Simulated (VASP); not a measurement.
# Nb (Fd-3m) in VASP: a series of runs

The runs below take Nb through single point, relaxation of cell and atoms, with LDA.

All numbers are computed with VASP 6.6.1; they aren't measurements. Logs are shortened: lines on timing, memory, paths and dates and some standing lists are left out, and cuts for length are marked.

### 1 The cell of the first run

Symmetry: Fd-3m, No. 227, cubic system. The conventional cell has a = 5.757 Å, b = 5.757 Å, c = 5.757 Å, α = 90.00°, β = 90.00°, γ = 90.00°. Within 3.3 Å of Nb (site symmetry -43m) lie 4 Nb at 2.49 Å.

### 2 Single point, LDA

INCAR reads:

```
PREC     = Accurate       # precision mode
ENCUT    = 520            # plane-wave cutoff, eV
EDIFF    = 1E-7           # SCF threshold, eV
ISMEAR   = -1             # smearing method
SIGMA    = 0.1            # smearing width, eV
LREAL    = F              # projectors in reciprocal space
LASPH    = T              # aspherical terms in the spheres
NELM     = 100            # most SCF steps
ALGO     = Normal         # electronic algorithm
ISIF     = 2              # what is computed and relaxed
LWAVE    = F              # write WAVECAR
LCHARG   = F              # write CHGCAR
GGA      = CA             # functional
NBANDS   = 20             # bands
```

KPOINTS reads:

```
Automatic mesh
0
Gamma
  11 11 11
```

POSCAR reads:

```
Nb
1.0
    0.0000000000      2.8782938612      2.8782938612
    2.8782938612      0.0000000000      2.8782938612
    2.8782938612      2.8782938612      0.0000000000
Nb
2
Direct
    0.1250000000      0.1250000000      0.1250000000
    0.8750000000      0.8750000000      0.8750000000
```

Potentials or basis: VASP PAW LDA potentials, release 64 (Nb_sv).

Run with:

```bash
$ cat potpaw_LDA.64/Nb_sv/POTCAR > POTCAR
$ mpirun -np 1 vasp_std > vasp.out
```

OUTCAR:

```text
PREC = Accurate
   ENCUT = 520
   EDIFF = 1E-7
   ISMEAR = -1
   LREAL = F
   LASPH = T
   NELM = 100
   ISIF = 2
   GGA = CA

 ion  position               nearest neighbor table
   1  0.125  0.125  0.125-   2 2.49   2 2.49   2 2.49   2 2.49
   2  0.875  0.875  0.875-   1 2.49   1 2.49   1 2.49   1 2.49

  LATTYP: Found a face centered cubic cell.
 ALAT       =     5.7565877224

  Lattice vectors:

 A1 = (   0.0000000000,   2.8782938612,   2.8782938612)
 A2 = (   2.8782938612,   0.0000000000,   2.8782938612)
 A3 = (   2.8782938612,   2.8782938612,   0.0000000000)

Analysis of symmetry for initial positions (statically):
=====================================================================
 Subroutine PRICEL returns:
 Original cell was already a primitive cell.

 Routine SETGRP: Setting up the symmetry group for a
 face centered cubic supercell.

 Subroutine GETGRP returns: Found 48 space group operations
 (whereof 12 operations were pure point group operations)
 out of a pool of 48 trial point group operations.

The static configuration has the point symmetry D_3d.
 The point group associated with its full space group is O_h .

Analysis of symmetry for dynamics (positions and initial velocities):
=====================================================================
 Subroutine PRICEL returns:
 Original cell was already a primitive cell.

 Routine SETGRP: Setting up the symmetry group for a
 face centered cubic supercell.

 Subroutine GETGRP returns: Found 48 space group operations
 (whereof 12 operations were pure point group operations)
 out of a pool of 48 trial point group operations.

The dynamic configuration has the point symmetry D_3d.
 The point group associated with its full space group is O_h .

 Subroutine INISYM returns: Found 48 space group operations
 (whereof 12 operations are pure point group operations),
 and found     1 'primitive' translations

----------------------------------------------------------------------------------------

                                     Primitive cell

  volume of cell :      47.6909

  direct lattice vectors                    reciprocal lattice vectors
     0.000000000  2.878293861  2.878293861    -0.173714021  0.173714021  0.173714021
     2.878293861  0.000000000  2.878293861     0.173714021 -0.173714021  0.173714021
     2.878293861  2.878293861  0.000000000     0.173714021  0.173714021 -0.173714021

  length of vectors
     4.070522215  4.070522215  4.070522215     0.300881510  0.300881510  0.300881510

  position of ions in fractional coordinates (direct lattice)
     0.125000000  0.125000000  0.125000000
     0.875000000  0.875000000  0.875000000

  ion indices of the primitive-cell ions
   primitive index   ion index
                 1           1
                 2           2

----------------------------------------------------------------------------------------

 KPOINTS: Automatic mesh

Automatic generation of k-mesh.
 Grid dimensions read from file:
 generate k-points for:   11   11   11

 Generating k-lattice:

  Cartesian coordinates                     Fractional coordinates (reciprocal lattice)
    -0.015792184  0.015792184  0.015792184     0.090909091  0.000000000  0.000000000
     0.015792184 -0.015792184  0.015792184     0.000000000  0.090909091  0.000000000
     0.015792184  0.015792184 -0.015792184     0.000000000  0.000000000  0.090909091

  Length of vectors
     0.027352865  0.027352865  0.027352865

  Shift w.r.t. Gamma in fractional coordinates (k-lattice)
     0.000000000  0.000000000  0.000000000

 Subroutine IBZKPT returns following result:
 ===========================================

 Found     56 irreducible k-points:

 Following reciprocal coordinates:
            Coordinates               Weight
  0.000000  0.000000  0.000000      1.000000
  0.090909  0.000000  0.000000      8.000000
  0.181818  0.000000  0.000000      8.000000
  0.272727  0.000000  0.000000      8.000000
  0.363636  0.000000  0.000000      8.000000
  0.454545  0.000000  0.000000      8.000000
[... 16 lines left out ...]
 -0.272727  0.181818  0.000000     24.000000
 -0.181818  0.181818  0.000000     12.000000
 [... further k-points ...]
   k-points           NKPTS =     56   k-points in BZ     NKDIM =     56   number of bands    NBANDS=     20
   number of dos      NEDOS =    301   number of ions     NIONS =      2
   total plane-waves  NPLWV =  27000
   dimension x,y,z NGX =    30 NGY =   30 NGZ =   30
   dimension x,y,z NGXF=    60 NGYF=   60 NGZF=   60
   ions per type =               2
   NGX,Y,Z   is equivalent  to a cutoff of  12.25, 12.25, 12.25 a.u.
   NGXF,Y,Z  is equivalent  to a cutoff of  24.50, 24.50, 24.50 a.u.
 SYSTEM =  unknown system
   PREC   = accura    normal or accurate (medium, high low for compatibility)
   ISTART =      0    job   : 0-new  1-cont  2-samecut
   ICHARG =      2    charge: 1-file 2-atom 10-const
   ISPIN  =      1    spin polarized calculation?
   LNONCOLLINEAR =      F non collinear calculations
   LSORBIT =      F    spin-orbit coupling
   LASPH  =      T    aspherical Exc in radial PAW
   ENCUT  =  520.0 eV  38.22 Ry    6.18 a.u.   7.57  7.57  7.57*2*pi/ulx,y,z
   NELM   =    100;   NELMIN=  2; NELMDL= -5     # of ELM steps
   EDIFF  = 0.1E-06   stopping-criterion for ELM
   LREAL  =      F    real-space projection
   EDIFFG = 0.1E-05   stopping-criterion for IOM
   NSW    =      0    number of steps for IOM
   IBRION =     -1    ionic relax: 0-MD 1-quasi-New 2-CG
   NFREE  =      0    steps in history (QN), initial steepest desc. (CG)
   ISIF   =      2    stress and relaxation
   ISYM   =      2    0-nonsym 1-usesym 2-fastsym
   POTIM  = 0.5000    time-step for ionic-motion
   TEBEG  =    0.0;   TEEND  =   0.0 temperature during run
   PSTRESS=    0.0 pullay stress
   NELECT =      26.0000    total number of electrons
   NUPDOWN=      -1.0000    fix difference up-down
   EMIN   =  10.00;   EMAX   =-10.00  energy-range for DOS
   EFERMI =   0.00;   METHOD = LEGACY
   ISMEAR =    -1;   SIGMA  =   0.10  broadening in eV -4-tet -1-fermi 0-gaus
   EFERMI_NEDOS =   21; number of points for ismear=-14 and -15
   IALGO  =     38    algorithm
   IMIX   =      4    mixing-type and parameters
     AMIX     =   0.40;   BMIX     =  1.00
     AMIX_MAG =   1.60;   BMIX_MAG =  1.00
  volume/ion in A,a.u.               =      23.85       160.92
  Fermi-wavevector in a.u.,A,eV,Ry     =   1.337378  2.527278 24.335104  1.788580
  Thomas-Fermi vector in A             =   2.465931
   LORBIT       =      0    0 simple, 1 ext, 2 COOP (PROOUT), +10 PAW based schemes
   GGA     = CA    functional components
   LHFCALC =     F    Hartree Fock is set to
   AEXX    =    0.0000 exact exchange contribution
   IVDW    =     0    specifies the selected vdW correction
   LEPSILON=     F    determine dielectric tensor
   LRPA    =     F    only Hartree local field effects (RPA)
 non-spin polarized calculation
  energy-cutoff  :      520.00
  volume of cell :       47.69
 maximum number of plane-waves:      1305
   NGX = 15   NGY = 15   NGZ = 15

 number of electron      25.9999998 magnetization

 Free energy of the ion-electron system (eV)
  ---------------------------------------------------
  ext. energy  EPLUGINS =         0.00000000
  ---------------------------------------------------
  free energy    TOTEN  =       -17.32715766 eV

  energy without entropy =      -17.22460580  energy(sigma->0) =      -17.27588173

 E-fermi :   7.3293     XC(G=0): -10.9130

 val. band max:        7.3202626708   @ k =  -0.4545   0.1818   0.0909
 cond. band min:       7.3429104560   @ k =   0.3636   0.2727   0.0909
 fundamental gap:      0.0226477852
 Fermi energy:         7.3292808162

 k-point     1 :       0.0000    0.0000    0.0000
  band No.  band energies     occupation
      1     -46.9432      2.00000
      2     -46.0436      2.00000
      3     -23.5400      2.00000
      4     -23.5400      2.00000
      5     -23.5400      2.00000
      6     -22.1795      2.00000
[... 12 lines left out ...]
     19      13.0123      0.00000
     20      18.1427      0.00000

 k-point     2 :       0.0909    0.0000    0.0000
  band No.  band energies     occupation
      1     -46.9302      2.00000
      2     -46.0579      2.00000
      3     -23.5549      2.00000
      4     -23.5549      2.00000
      5     -23.5403      2.00000
      6     -22.1785      2.00000
[... 12 lines left out ...]
     19      12.9839      0.00000
     20      17.6130      0.00000

 k-point     3 :       0.1818    0.0000    0.0000
  band No.  band energies     occupation
      1     -46.8931      2.00000
      2     -46.0985      2.00000
      3     -23.5931      2.00000
      4     -23.5931      2.00000
      5     -23.5416      2.00000
      6     -22.1749      2.00000
[... 12 lines left out ...]
     19      12.8899      0.00000
     20      17.1888      0.00000

 k-point     4 :       0.2727    0.0000    0.0000
  band No.  band energies     occupation
      1     -46.8378      2.00000
      2     -46.1582      2.00000
      3     -23.6399      2.00000
      4     -23.6399      2.00000
      5     -23.5452      2.00000
      6     -22.1678      2.00000
[... 12 lines left out ...]
     19      12.7058      0.00000
     20      16.1780      0.00000

 k-point     5 :       0.3636    0.0000    0.0000
  band No.  band energies     occupation
      1     -46.7767      2.00000
      2     -46.2233      2.00000
      3     -23.6803      2.00000
      4     -23.6803      2.00000
      5     -23.5501      2.00000
      6     -22.1591      2.00000
[... 12 lines left out ...]
     19      12.4159      0.00000
     20      14.2155      0.00000

 k-point     6 :       0.4545    0.0000    0.0000
  band No.  band energies     occupation
      1     -46.7324      2.00000
      2     -46.2700      2.00000
      3     -23.7033      2.00000
      4     -23.7033      2.00000
      5     -23.5538      2.00000
      6     -22.1529      2.00000
[... 12 lines left out ...]
     19      12.1071      0.00000
     20      12.9008      0.00000

 k-point     7 :       0.0909    0.0909    0.0000
  band No.  band energies     occupation
      1     -46.9258      2.00000
      2     -46.0628      2.00000
      3     -23.5729      2.00000
      4     -23.5729      2.00000
      5     -23.5122      2.00000
      6     -22.2089      2.00000
[... 12 lines left out ...]
     19      13.1383      0.00000
     20      17.4790      0.00000
[... 277 lines left out ...]
 k-point    20 :       0.4545    0.1818    0.0000
  band No.  band energies     occupation
      1     -46.7129      2.00000
      2     -46.2905      2.00000
      3     -23.8167      2.00000
      4     -23.7583      2.00000
      5     -23.3176      2.00000
      6     -22.3912      2.00000
[... 12 lines left out ...]
     19      12.6362      0.00000
     20      13.5733      0.00000

 k-point    21 :      -0.4545    0.1818    0.0000
  band No.  band energies     occupation
      1     -46.6803      2.00000
      2     -46.3244      2.00000
      3     -23.8475      2.00000
      4     -23.7538      2.00000
      5     -23.3142      2.00000
      6     -22.3881      2.00000
[... 12 lines left out ...]
     19      12.2799      0.00000
     20      12.7509      0.00000

 k-point    22 :      -0.3636    0.1818    0.0000
  band No.  band energies     occupation
      1     -46.7003      2.00000
      2     -46.3036      2.00000
      3     -23.8472      2.00000
      4     -23.7267      2.00000
      5     -23.3381      2.00000
      6     -22.3625      2.00000
[... 12 lines left out ...]
     19      12.8551      0.00000
     20      13.3226      0.00000

 k-point    23 :      -0.2727    0.1818    0.0000
  band No.  band energies     occupation
      1     -46.7560      2.00000
      2     -46.2452      2.00000
      3     -23.8128      2.00000
      4     -23.6839      2.00000
      5     -23.3849      2.00000
      6     -22.3188      2.00000
[... 12 lines left out ...]
     19      13.1762      0.00000
     20      14.8706      0.00000

 k-point    24 :      -0.1818    0.1818    0.0000
  band No.  band energies     occupation
      1     -46.8168      2.00000
      2     -46.1807      2.00000
      3     -23.7489      2.00000
      4     -23.6373      2.00000
      5     -23.4441      2.00000
      6     -22.2653      2.00000
[... 12 lines left out ...]
     19      13.2545      0.00000
     20      16.7379      0.00000

 [... further k-points ...]
[... 5 lines left out ...]
  --------------------------------------------------------------------------------------
  -------------------------------------------------------------------------------------
  Total        0.0230251      0.0230251      0.0230251      0.0000000     -0.0000000     -0.0000000
  in kB        0.7735299      0.7735299      0.7735299      0.0000000     -0.0000000     -0.0000000
  external PRESSURE =       0.7735299 kB  Pullay stress =       0.0000000 kB

 VOLUME and BASIS-vectors are now :
 -----------------------------------------------------------------------------
  energy-cutoff  :      520.00
  volume of cell :       47.69
      direct lattice vectors                 reciprocal lattice vectors
     0.000000000  2.878293861  2.878293861    -0.173714021  0.173714021  0.173714021
     2.878293861  0.000000000  2.878293861     0.173714021 -0.173714021  0.173714021
     2.878293861  2.878293861  0.000000000     0.173714021  0.173714021 -0.173714021

 POSITION                                       TOTAL-FORCE (eV/Angst)
 -----------------------------------------------------------------------------------
      0.71957      0.71957      0.71957        -0.000000     -0.000000     -0.000000
      5.03701      5.03701      5.03701         0.000000      0.000000      0.000000
 -----------------------------------------------------------------------------------
    total drift:                               -0.000000      0.000000      0.000000

  FREE ENERGIE OF THE ION-ELECTRON SYSTEM (eV)
  ---------------------------------------------------
  free  energy   TOTEN  =       -17.3271576562 eV

  energy  without entropy=      -17.2246057970  energy(sigma->0) =      -17.27588173
```

Wall time 99 s (1 thread of AMD EPYC 7R13, shared host); peak memory 0.14 GiB.

Results:

| Quantity | Value |
| --- | --- |
| Free energy | -17.3272 eV |
| Pressure | 0.1 GPa |
| Band gap on the k mesh | zero (band 13 reaches 7.90 eV, above the bottom of band 14 at 6.52 eV) |

[end of part 1 of 2]
